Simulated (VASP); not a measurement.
# Ag (Fm-3m) in VASP: further runs

The runs below take Ag through single point, with PBE.

Everything below comes from runs of VASP 6.6.1. Logs are shortened: lines on timing, memory, paths and dates and some standing lists are left out, and cuts for length are marked.

### 1 The cell of the first run

The structure is cubic, space group Fm-3m (No. 225). Conventional cell: a = 3.655 Å, b = 3.655 Å, c = 3.655 Å, α = 90.00°, β = 90.00°, γ = 90.00°. Within 3.4 Å of Ag (site symmetry m-3m) lie 12 Ag at 2.58 Å.

### 2 Single point, PBE (12.21 Å³/atom)

The input, INCAR:

```
ALGO = Normal ; EDIFF = 1E-7
ENCUT = 520 ; GGA = PE
ISIF = 2 ; ISMEAR = -1
LASPH = T ; LCHARG = F
LREAL = F ; LWAVE = F
NBANDS = 12 ; NELM = 100
PREC = Accurate ; SIGMA = 0.08
```

The input, KPOINTS:

```
k-points
0
Gamma
  18 18 18
```

The input, POSCAR:

```
Ag
1.0
    0.0000000000      1.8274276406      1.8274276406
    1.8274276406      0.0000000000      1.8274276406
    1.8274276406      1.8274276406      0.0000000000
Ag
1
Direct
    0.0000000000      0.0000000000      0.0000000000
```

Potentials or basis: VASP PAW PBE potentials, release 64 (Ag).

Run with:

```bash
> cat potpaw_PBE.64/Ag/POTCAR > POTCAR
> mpirun -np 1 vasp_std > vasp.out
```

OUTCAR:

```text
EDIFF = 1E-7
   ENCUT = 520
   GGA = PE
   ISIF = 2
   ISMEAR = -1
   LASPH = T
   LREAL = F
   NELM = 100
   PREC = Accurate

 ion  position               nearest neighbor table
   1  0.000  0.000  0.000-

  LATTYP: Found a face centered cubic cell.
 ALAT       =     3.6548552812

  Lattice vectors:

 A1 = (   0.0000000000,   1.8274276406,   1.8274276406)
 A2 = (   1.8274276406,   0.0000000000,   1.8274276406)
 A3 = (   1.8274276406,   1.8274276406,   0.0000000000)

Analysis of symmetry for initial positions (statically):
=====================================================================
 Subroutine PRICEL returns:
 Original cell was already a primitive cell.

 Routine SETGRP: Setting up the symmetry group for a
 face centered cubic supercell.

 Subroutine GETGRP returns: Found 48 space group operations
 (whereof 48 operations were pure point group operations)
 out of a pool of 48 trial point group operations.

The static configuration has the point symmetry O_h .

Analysis of symmetry for dynamics (positions and initial velocities):
=====================================================================
 Subroutine PRICEL returns:
 Original cell was already a primitive cell.

 Routine SETGRP: Setting up the symmetry group for a
 face centered cubic supercell.

 Subroutine GETGRP returns: Found 48 space group operations
 (whereof 48 operations were pure point group operations)
 out of a pool of 48 trial point group operations.

The dynamic configuration has the point symmetry O_h .

 Subroutine INISYM returns: Found 48 space group operations
 (whereof 48 operations are pure point group operations),
 and found     1 'primitive' translations

----------------------------------------------------------------------------------------

                                     Primitive cell

  volume of cell :      12.2054

  direct lattice vectors                    reciprocal lattice vectors
     0.000000000  1.827427641  1.827427641    -0.273608645  0.273608645  0.273608645
     1.827427641  0.000000000  1.827427641     0.273608645 -0.273608645  0.273608645
     1.827427641  1.827427641  0.000000000     0.273608645  0.273608645 -0.273608645

  length of vectors
     2.584372954  2.584372954  2.584372954     0.473904074  0.473904074  0.473904074

  position of ions in fractional coordinates (direct lattice)
     0.000000000  0.000000000  0.000000000

  ion indices of the primitive-cell ions
   primitive index   ion index
                 1           1

----------------------------------------------------------------------------------------

 KPOINTS: k-points

Automatic generation of k-mesh.
 Grid dimensions read from file:
 generate k-points for:   18   18   18

 Generating k-lattice:

  Cartesian coordinates                     Fractional coordinates (reciprocal lattice)
    -0.015200480  0.015200480  0.015200480     0.055555556  0.000000000  0.000000000
     0.015200480 -0.015200480  0.015200480     0.000000000  0.055555556  0.000000000
     0.015200480  0.015200480 -0.015200480     0.000000000  0.000000000  0.055555556

  Length of vectors
     0.026328004  0.026328004  0.026328004

  Shift w.r.t. Gamma in fractional coordinates (k-lattice)
     0.000000000  0.000000000  0.000000000

 Subroutine IBZKPT returns following result:
 ===========================================

 Found    195 irreducible k-points:

 Following reciprocal coordinates:
            Coordinates               Weight
  0.000000  0.000000  0.000000      1.000000
  0.055556  0.000000  0.000000      8.000000
  0.111111  0.000000  0.000000      8.000000
  0.166667  0.000000  0.000000      8.000000
  0.222222  0.000000  0.000000      8.000000
  0.277778  0.000000  0.000000      8.000000
[... 16 lines left out ...]
 -0.277778  0.055556  0.000000     24.000000
 -0.222222  0.055556  0.000000     24.000000
 [... further k-points ...]
   k-points           NKPTS =    195   k-points in BZ     NKDIM =    195   number of bands    NBANDS=     12
   number of dos      NEDOS =    301   number of ions     NIONS =      1
   total plane-waves  NPLWV =   8000
   dimension x,y,z NGX =    20 NGY =   20 NGZ =   20
   dimension x,y,z NGXF=    40 NGYF=   40 NGZF=   40
   ions per type =               1
   NGX,Y,Z   is equivalent  to a cutoff of  12.87, 12.87, 12.87 a.u.
   NGXF,Y,Z  is equivalent  to a cutoff of  25.73, 25.73, 25.73 a.u.
 SYSTEM =  unknown system
   PREC   = accura    normal or accurate (medium, high low for compatibility)
   ISTART =      0    job   : 0-new  1-cont  2-samecut
   ICHARG =      2    charge: 1-file 2-atom 10-const
   ISPIN  =      1    spin polarized calculation?
   LNONCOLLINEAR =      F non collinear calculations
   LSORBIT =      F    spin-orbit coupling
   LASPH  =      T    aspherical Exc in radial PAW
   ENCUT  =  520.0 eV  38.22 Ry    6.18 a.u.   4.81  4.81  4.81*2*pi/ulx,y,z
   NELM   =    100;   NELMIN=  2; NELMDL= -5     # of ELM steps
   EDIFF  = 0.1E-06   stopping-criterion for ELM
   LREAL  =      F    real-space projection
   EDIFFG = 0.1E-05   stopping-criterion for IOM
   NSW    =      0    number of steps for IOM
   IBRION =     -1    ionic relax: 0-MD 1-quasi-New 2-CG
   NFREE  =      0    steps in history (QN), initial steepest desc. (CG)
   ISIF   =      2    stress and relaxation
   ISYM   =      2    0-nonsym 1-usesym 2-fastsym
   POTIM  = 0.5000    time-step for ionic-motion
   TEBEG  =    0.0;   TEEND  =   0.0 temperature during run
   PSTRESS=    0.0 pullay stress
   NELECT =      11.0000    total number of electrons
   NUPDOWN=      -1.0000    fix difference up-down
   EMIN   =  10.00;   EMAX   =-10.00  energy-range for DOS
   EFERMI =   0.00;   METHOD = LEGACY
   ISMEAR =    -1;   SIGMA  =   0.08  broadening in eV -4-tet -1-fermi 0-gaus
   EFERMI_NEDOS =   21; number of points for ismear=-14 and -15
   IALGO  =     38    algorithm
   IMIX   =      4    mixing-type and parameters
     AMIX     =   0.40;   BMIX     =  1.00
     AMIX_MAG =   1.60;   BMIX_MAG =  1.00
  volume/ion in A,a.u.               =      12.21        82.37
  Fermi-wavevector in a.u.,A,eV,Ry     =   1.581329  2.988278 34.022743  2.500601
  Thomas-Fermi vector in A             =   2.681421
   LORBIT       =      0    0 simple, 1 ext, 2 COOP (PROOUT), +10 PAW based schemes
   GGA     = PE    functional components
   LHFCALC =     F    Hartree Fock is set to
   AEXX    =    0.0000 exact exchange contribution
   IVDW    =     0    specifies the selected vdW correction
   LEPSILON=     F    determine dielectric tensor
   LRPA    =     F    only Hartree local field effects (RPA)
 non-spin polarized calculation
  energy-cutoff  :      520.00
  volume of cell :       12.21
 maximum number of plane-waves:       342
   NGX =  9   NGY =  9   NGZ =  9

 number of electron      11.0000002 magnetization

 Free energy of the ion-electron system (eV)
  ---------------------------------------------------
  ext. energy  EPLUGINS =         0.00000000
  ---------------------------------------------------
  free energy    TOTEN  =        -1.54514917 eV

  energy without entropy =       -1.54010716  energy(sigma->0) =       -1.54262817

 E-fermi :  14.2461     XC(G=0): -14.3255

 val. band max:       14.1499559994   @ k =   0.4444   0.3889   0.0000
 cond. band min:      14.3183143799   @ k =   0.5000   0.3333   0.1667
 fundamental gap:      0.1683583805
 Fermi energy:        14.2461372380

 k-point     1 :       0.0000    0.0000    0.0000
  band No.  band energies     occupation
      1       3.4872      2.00000
      2       7.6753      2.00000
      3       7.6753      2.00000
      4       7.6753      2.00000
      5       9.5264      2.00000
      6       9.5264      2.00000
      7      30.3164      0.00000
      8      35.9391      0.00000
      9      35.9391      0.00000
     10      35.9391      0.00000
     11      41.8398      0.00000
     12      46.2597      0.00000

 k-point     2 :       0.0556    0.0000    0.0000
  band No.  band energies     occupation
      1       3.6159      2.00000
      2       7.6301      2.00000
      3       7.7211      2.00000
      4       7.7211      2.00000
      5       9.5042      2.00000
      6       9.5042      2.00000
      7      30.4645      0.00000
      8      35.1023      0.00000
      9      36.0990      0.00000
     10      36.0990      0.00000
     11      42.5987      0.00000
     12      45.6299      0.00000

 k-point     3 :       0.1111    0.0000    0.0000
  band No.  band energies     occupation
      1       3.9843      2.00000
      2       7.5218      2.00000
      3       7.8402      2.00000
      4       7.8402      2.00000
      5       9.4579      2.00000
      6       9.4579      2.00000
      7      30.8214      0.00000
      8      33.3999      0.00000
      9      36.5579      0.00000
     10      36.5579      0.00000
     11      42.6215      0.00000
     12      44.9135      0.00000
[... 286 lines left out ...]
 k-point    23 :      -0.2778    0.0556    0.0000
  band No.  band energies     occupation
      1       5.3860      2.00000
      2       7.8782      2.00000
      3       7.9904      2.00000
      4       8.4093      2.00000
      5       9.7327      2.00000
      6      10.4966      2.00000
      7      26.1687      0.00000
      8      31.1640      0.00000
      9      36.2029      0.00000
     10      39.5155      0.00000
     11      39.6343      0.00000
     12      40.6241      0.00000

 k-point    24 :      -0.2222    0.0556    0.0000
  band No.  band energies     occupation
      1       5.2613      2.00000
      2       7.5761      2.00000
      3       8.0740      2.00000
      4       8.0856      2.00000
      5       9.3934      2.00000
      6      10.0289      2.00000
      7      28.3766      0.00000
      8      31.6300      0.00000
      9      36.6229      0.00000
     10      39.1015      0.00000
     11      39.5081      0.00000
     12      41.5184      0.00000

 [... further k-points ...]

------------------------ aborting loop because EDIFF is reached ----------------------------------------

  FORCE on cell =-STRESS in cart. coord.  units (eV):
  Direction    XX          YY          ZZ          XY          YZ          ZX
  --------------------------------------------------------------------------------------
  -------------------------------------------------------------------------------------
  Total        7.6888491      7.6888491      7.6888491     -0.0000000      0.0000000      0.0000000
  in kB     1009.3025116   1009.3025116   1009.3025116     -0.0000000      0.0000000      0.0000000
  external PRESSURE =    1009.3025116 kB  Pullay stress =       0.0000000 kB

 VOLUME and BASIS-vectors are now :
 -----------------------------------------------------------------------------
  energy-cutoff  :      520.00
  volume of cell :       12.21
      direct lattice vectors                 reciprocal lattice vectors
     0.000000000  1.827427641  1.827427641    -0.273608645  0.273608645  0.273608645
     1.827427641  0.000000000  1.827427641     0.273608645 -0.273608645  0.273608645
     1.827427641  1.827427641  0.000000000     0.273608645  0.273608645 -0.273608645

 POSITION                                       TOTAL-FORCE (eV/Angst)
 -----------------------------------------------------------------------------------
      0.00000      0.00000      0.00000         0.000000      0.000000      0.000000
 -----------------------------------------------------------------------------------
    total drift:                                0.000000     -0.000000      0.000000

  FREE ENERGIE OF THE ION-ELECTRON SYSTEM (eV)
  ---------------------------------------------------
  free  energy   TOTEN  =        -1.5451491745 eV

  energy  without entropy=       -1.5401071607  energy(sigma->0) =       -1.54262817
```

Wall time 26 s (1 thread of Intel Xeon 8259CL, shared host); peak memory 0.15 GiB.

What came out:

```
Free energy            : -1.5451 eV
Pressure               : 100.9 GPa
Band gap on the k mesh : zero (an odd number of electrons rules out a gap without spin polarisation)
```

Levels at points of the mesh, in eV from the Fermi level:
| k point | band 4 | band 5 | band 6 | band 7 | band 8 | band 9 |
| --- | --- | --- | --- | --- | --- | --- |
| (0.00, 0.00, 0.00) | -6.57 | -4.72 | -4.72 | 16.07 | 21.69 | 21.69 |
| (0.50, 0.00, 0.00) | -3.31 | -3.31 | -1.57 | 5.79 | 15.38 | 21.10 |
| (0.50, 0.50, 0.00) | -2.93 | -2.93 | 1.15 | 9.72 | 12.22 | 12.22 |

Caveat: the cell stands under pressure.

(Part 1 of 2 ends here.)
